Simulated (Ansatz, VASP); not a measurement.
# Al3Cu2: VASP beside Ansatz

```
Al Cu
1.0
     4.18056    0.00000    0.00000
    -2.09028    3.62047    0.00000
     0.00000    0.00000    5.08174
Al Cu
3 2
Cartesian
  0.0000 0.0000 0.0000
  0.0000 2.4136 1.7825
  2.0903 1.2068 3.2992
  0.0000 2.4136 4.2780
  2.0903 1.2068 0.8038
```

Change from the starting cell: equal strain along all axes, cell held, atoms relaxed: +2.0 %.

Alike in both runs: functional PBEsol; k mesh 12 × 12 × 8; occupations gaussian, width 0.1 eV; no spin polarisation.

Ansatz relaxed the structure, and its values are those at the end. VASP's run is a single point on that final structure, the one shown.

|  | VASP | Ansatz |
| --- | --- | --- |
| version | VASP 6.6.1 | Ansatz 0.2.0 |
| potentials or method | VASP PAW PBE potentials, release 64 (Al, Cu), cutoff 520 eV | scalar-relativistic, plane waves, PAW |
| valence electrons in the cell | 31 | 47 |

|  | VASP | Ansatz | Ansatz less VASP |
| --- | --- | --- | --- |
| gap on the k mesh at the Fermi level (eV) | none | none | - |
| pressure (GPa) | -5.7 | -5.8 | -0.16 |
| rms of the force components (eV/Å) | 0.001 | 0.003 | +0.0020 |

VASP's potentials were made for PBE, not for PBEsol. A gap of «none» marks a metal or a gap that the smearing closes. The functional is the same, so the differences come from potentials, cutoffs and numerics. VASP's potentials hold 31 valence electrons a cell and Ansatz's 47, so a difference there can come from the potentials and not from the codes. Ansatz's warnings: stress scf threshold loose.
